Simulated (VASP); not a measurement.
Here is a VASP 6.6.1 calculation.

File INCAR:

```
  PREC = Accurate
  ENCUT = 1000
  EDIFF = 1E-6
  ISMEAR = -1
  SIGMA = 0.05
  LREAL = Auto
  LASPH = T
  NELM = 120
  ALGO = Normal
  ISIF = 2
  LWAVE = F
  LCHARG = T
  GGA = PE
  LELF = T
  LVHAR = T
  NBANDS = 84
  GGA_COMPAT = F
```

File KPOINTS:

```
Automatic mesh
0
Gamma
  1 1 1
```

Contents of POSCAR:

```
H9C6N5
1.0
    8.6087530000      0.0000000000      0.0000000000
    0.0000000000      8.6087530000      0.0000000000
    0.0000000000      0.0000000000      8.6087530000
N C H
10 12 18
Direct
    0.2975111494      1.0337966486     -0.0394830703
    0.2296616014      0.9261620121     -0.0578248673
    0.4758993550      0.5118279035      0.0055176400
    0.4626221707      0.6345286013      0.0369972283
    0.6307649900      0.8353590816      0.3027267712
    0.7807983340      0.3086393581      0.3916827443
    1.1940753789      0.6430780393      1.2332215827
   -0.0768636294      0.8774790031      0.6199620317
    0.9607082466      0.3029939412      0.9752864323
    0.3798575705      0.2641729877      0.5713371031
    0.5486973549      0.6409290637      0.5142788973
    0.5829531873      0.7521646863      0.3914852709
    0.5455145478      0.2179293563      0.2251661768
    0.6843848348      0.2705734501      0.3064090699
    0.9135353285      0.6837691824      1.1356348591
    1.0690049999      0.6473179100      1.1866410850
    0.0804181512      1.0029675610      0.3871757036
   -0.0127079962      0.9386957670      0.5110728581
    0.7259820325      0.1997850327      0.8116158054
    0.8580452941      0.2550892098      0.9031970136
    0.1401132080      0.4241032354      0.6788439627
    0.2751850355      0.3361230134      0.6229705975
    0.5338752314      0.5276257781      0.4617045001
    0.6398371518      0.6482239646      0.6074282768
    0.4415273617      0.6689702911      0.5603947517
    0.4560474670      0.2792390489      0.2942237976
    0.5482791759      0.2541831552      0.1041614273
    0.5261505354      0.0918483780      0.2381645751
    0.8760850729      0.7883604048      1.1905324732
    0.9197499336      0.6802378928      1.0137472872
    0.8351616082      0.5870652811      1.1870360318
    0.0977261167      0.9106545396      0.2981616501
    0.0045999694      1.0937007950      0.3428022618
    0.1869608758      1.0567384150      0.4330476203
    0.6583299579      0.2982661949      0.7579959606
    0.7826569075      0.1320400295      0.7221951890
    0.6289877291      0.1449571152      0.8719381309
    0.0815216792      0.3681601737      0.7814372186
    0.1653317269      0.5509973396      0.7043412675
    0.0590213240      0.4201537668      0.5835804558
```

Potentials or basis: VASP PAW PBE potentials, release 64 (N_h, C_h, H_h).

Command:

```console
$ cat potpaw_PBE.64/N_h/POTCAR potpaw_PBE.64/C_h/POTCAR potpaw_PBE.64/H_h/POTCAR > POTCAR
$ mpirun -np 1 vasp_gam > vasp.out
```

(1) Estimate the pressure.

(2) Estimate the band gap on the k mesh.

(3) Estimate the largest force.

Results:

(1) 0.6 GPa.

(2) 5.57 eV.

(3) 4.978 eV/Å.

Caveat: the k points lie up to 0.73 Å⁻¹ apart; the atoms stand as in a frame of molecular dynamics.
